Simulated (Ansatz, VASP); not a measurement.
## One calculation of Hf3H2, two programs

```xyz
5
Lattice="3.1927 0.0000 0.0000 -1.5963 2.7649 0.0000 0.0000 0.0000 7.8822" Properties=species:S:1:pos:R:3 pbc="T T T"
Hf    0.0000    0.0000    0.0000
Hf    0.0000    1.8433    5.2128
Hf    1.5963    0.9216    2.6694
H     0.0000    1.8433    1.2942
H     1.5963    0.9216    6.5880
```

Alike in both runs: functional PBE; k mesh 12 × 12 × 6; occupations gaussian, width 0.1 eV; no spin polarisation.

Ansatz relaxed the structure, and its values are those at the end. VASP's run is a single point on that final structure, the one shown.

```csv
,VASP,Ansatz
version,VASP 6.6.1,Ansatz 0.2.0
potentials or method,"VASP PAW PBE potentials, release 64 (Hf_pv, H), cutoff 520 eV","scalar-relativistic, plane waves, PAW"
valence electrons in the cell,32,80
```

Ansatz gave:

```
gap on the k mesh at the Fermi level (eV) : none
pressure (GPa)                            : 0.0
rms of the force components (eV/Å)        : 0.001
```

Problem. Which values does VASP return?

Solution. gap on the k mesh at the Fermi level (eV): none; pressure (GPa): -0.6; rms of the force components (eV/Å): 0.006.

A gap of «none» marks a metal or a gap that the smearing closes. VASP's potentials hold 32 valence electrons a cell and Ansatz's 80, so a difference there can come from the potentials and not from the codes.

Neither program's run includes spin-orbit coupling.
